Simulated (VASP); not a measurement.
## AlBN: single point with PBE

The system is AlBN.

```
Al B N
1.0
     4.36857    0.00000    0.00000
     0.00000    4.36857    0.00000
     0.00000    0.00000    2.65796
Al B N
1 1 1
Direct
  0.00000 0.00000 0.00000
  0.50000 0.50000 0.00000
  0.50000 0.50000 0.50000
```

* Program: VASP 6.6.1
* Task: single point
* Functional: PBE
* Potentials or basis: VASP PAW PBE potentials, release 64 (Al, B, N)
* Cutoff: 520 eV
* k mesh: 4 × 4 × 6
* Occupations: gaussian, width 0.1 eV
* Spin: no spin polarisation

| Quantity | Value |
| --- | --- |
| Pressure | 0.0 GPa |

Stress tensor (GPa, compression positive):
```
 0.11  0.00  0.00
 0.00  0.11  0.00
 0.00  0.00 -0.37
```

Levels at points of the mesh, in eV from the Fermi level:
| k point | band 2 | band 3 | band 4 | band 5 | band 6 | band 7 | band 8 | band 9 |
| --- | --- | --- | --- | --- | --- | --- | --- | --- |
| (0.00, 0.00, 0.00) | -9.47 | -6.53 | -6.42 | -6.42 | 1.85 | 1.85 | 2.83 | 3.96 |
| (0.50, 0.00, 0.00) | -9.47 | -8.03 | -6.27 | -4.14 | -1.53 | 0.84 | 5.36 | 6.57 |
| (0.50, 0.50, 0.00) | -9.47 | -7.03 | -7.03 | -5.91 | 0.73 | 0.73 | 3.75 | 9.33 |
| (0.00, 0.00, 0.50) | -11.16 | -3.14 | -3.14 | -1.76 | -1.31 | 0.31 | 0.31 | 6.63 |
| (0.50, 0.00, 0.50) | -11.09 | -3.86 | -3.08 | -2.38 | -0.60 | 0.72 | 2.54 | 3.09 |
| (0.50, 0.50, 0.50) | -11.04 | -3.43 | -3.43 | -1.29 | -0.86 | -0.86 | -0.42 | 5.94 |

It took 4.3 s on 1 thread of Intel(R) Xeon(R) 6975P-C (Granite Rapids), with other jobs on the host, peak memory 0.15 GiB.

Caveat: the k points lie up to 0.39 Å⁻¹ apart.
